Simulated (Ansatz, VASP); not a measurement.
One calculation of SnO2, two programs

```
Sn O
1.0
     0.00000    2.57415    2.57415
     2.57415    0.00000    2.57415
     2.57415    2.57415    0.00000
Sn O
1 2
Direct
  0.00000 0.00000 0.00000
  0.75000 0.75000 0.75000
  0.25000 0.25000 0.25000
```

Alike in both runs: task relaxation of cell and atoms; functional revPBE; dispersion D4; k mesh 9 × 9 × 9; occupations fermi-dirac, width 0.05 eV; no spin polarisation.

|  | VASP | Ansatz |
| --- | --- | --- |
| version | VASP 6.6.1 | Ansatz 0.2.0 |
| potentials or method | VASP PAW PBE potentials, release 64 (Sn_d, O) | Ansatz PAW |
| plane-wave cutoff (eV) | 600 | 420 |
| valence electrons in the cell | 26 | 26 |

```tsv
	VASP	Ansatz	Ansatz less VASP
relaxed volume (Å³/atom)	11.11	11.09	-0.021
relaxed cell length with the largest relative difference (Å)	3.612	3.610	-0.0023
```

VASP's potentials were made for PBE, not for revPBE.

Noted on Ansatz's run: the plane-wave basis is chosen anew once the cell has moved, so the energies of steps on either side of that aren't comparable.
